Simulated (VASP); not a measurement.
A run of VASP 6.6.1:

File POSCAR:

```
LaTl
1.0
    3.9777585609      0.0000000000      0.0000000000
    0.0000000000      3.9777585609      0.0000000000
    0.0000000000      0.0000000000      3.9777585609
La Tl
1 1
Direct
    0.0000000000      0.0000000000      0.0000000000
    0.5000000000      0.5000000000      0.5000000000
```

INCAR.step1

```
SYSTEM = LaTl
PREC = Accurate ; ENCUT = 520
ISMEAR = -1 ; SIGMA = 0.05
LREAL = .False. ; LASPH = .True.
NELM = 100 ; NBANDS = 19
GGA = PE ; ALGO = Normal
EDIFF = 1E-4 ; LWAVE = .True.
LCHARG = .False.
```

INCAR.step2

```
SYSTEM = LaTl
PREC = Accurate ; ENCUT = 520
EDIFF = 1E-6 ; ISMEAR = -1
SIGMA = 0.05 ; LREAL = .False.
LASPH = .True. ; NELM = 100
ALGO = Normal ; ISIF = 2
LWAVE = .False. ; LCHARG = .False.
METAGGA = R2SCAN ; LMIXTAU = .True.
NBANDS = 19 ; ISTART = 1
```

The input KPOINTS:

```
regular mesh
0
Gamma
  12 12 12
  0 0 0
```

Potentials or basis: VASP PAW PBE potentials, release 64 (La, Tl_d).

The run is started by

```bash
$ cat potpaw_PBE.64/La/POTCAR potpaw_PBE.64/Tl_d/POTCAR > POTCAR
$ cp INCAR.step1 INCAR
$ mpirun -np 1 vasp_std > vasp.out
$ cp INCAR.step2 INCAR
$ mpirun -np 1 vasp_std > vasp.out
```

Hardware: 1 thread of Intel Xeon 8259CL, on a shared host.

Task: How long does it take, and how much memory?

Result: Run time: 8.6 min on 1 thread of Intel Xeon 8259CL, with other jobs on the host, peak memory 0.27 GiB. Counts: k points 84.
